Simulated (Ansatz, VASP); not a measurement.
RbBr in VASP and in Ansatz

```
Rb Br
1.0
     0.08059    3.48743    3.48743
     3.48743    0.08059    3.48743
     3.48743    3.48743    0.08059
Rb Br
1 1
Direct
  0.00000 0.00000 0.00000
  0.50000 0.50000 0.50000
```

Change from the starting cell: epitaxial_111 strain -1.6%.

Alike in both runs: task single point; functional HSE06; k mesh 4 × 4 × 4; no spin polarisation.

|  | VASP | Ansatz |
| --- | --- | --- |
| version | VASP 6.6.1 | Ansatz 0.2.0 |
| potentials or method | VASP PAW PBE potentials, release 64 (Rb_sv, Br) | plane waves, PAW |
| plane-wave cutoff (eV) | 520 | 420 |
| occupations | gaussian, width 0.01 eV | fixed |
| valence electrons in the cell | 16 | 16 |

|  | VASP | Ansatz | Ansatz less VASP |
| --- | --- | --- | --- |
| gap on the k mesh at the Fermi level (eV) | 5.45 | 5.45 | +0.001 |
| pressure (GPa) | 0.5 | 0.5 | 0.00 |
| traceless stress, the component that is largest in VASP (GPa) | -0.10 | -0.10 | 0.000 |

Ansatz's warnings: stress exchange threshold loose, stress scf threshold loose.
